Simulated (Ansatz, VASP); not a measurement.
**One calculation of Hf, two programs**

```
CELL_PARAMETERS angstrom
3.18129 0.00000 0.00000
-1.59065 2.75508 0.00000
0.00000 0.00000 10.23599
ATOMIC_POSITIONS crystal
Hf 0.00000 0.00000 0.00000
Hf 0.00000 0.00000 0.50000
Hf 0.33333 0.66667 0.75000
Hf 0.66667 0.33333 0.25000
```

Alike in both runs: functional r2SCAN; k mesh 6 × 6 × 2; occupations gaussian, width 0.1 eV; no spin polarisation.

Ansatz relaxed the structure, and its values are those at the end. VASP's run is a single point on that final structure, the one shown.

|  | VASP | Ansatz |
| --- | --- | --- |
| version | VASP 6.6.1 | Ansatz 0.2.0 |
| potentials or method | VASP PAW PBE potentials, release 64 (Hf_pv), cutoff 550 eV | scalar-relativistic, plane waves, PAW |
| valence electrons in the cell | 40 | 104 |

Ansatz gave:

```
gap on the k mesh at the Fermi level (eV) : none
pressure (GPa)                            : 0.0
```

**Question.** What did VASP give for the same quantities?

**Answer.** gap on the k mesh at the Fermi level (eV): none; pressure (GPa): -0.6.

VASP's potentials were made for PBE, not for r2SCAN. A gap of «none» marks a metal or a gap that the smearing closes. VASP's potentials hold 40 valence electrons a cell and Ansatz's 104, so a difference there can come from the potentials and not from the codes.

The k mesh is coarse, so the values compare programs but aren't converged. Neither program's run includes spin-orbit coupling.
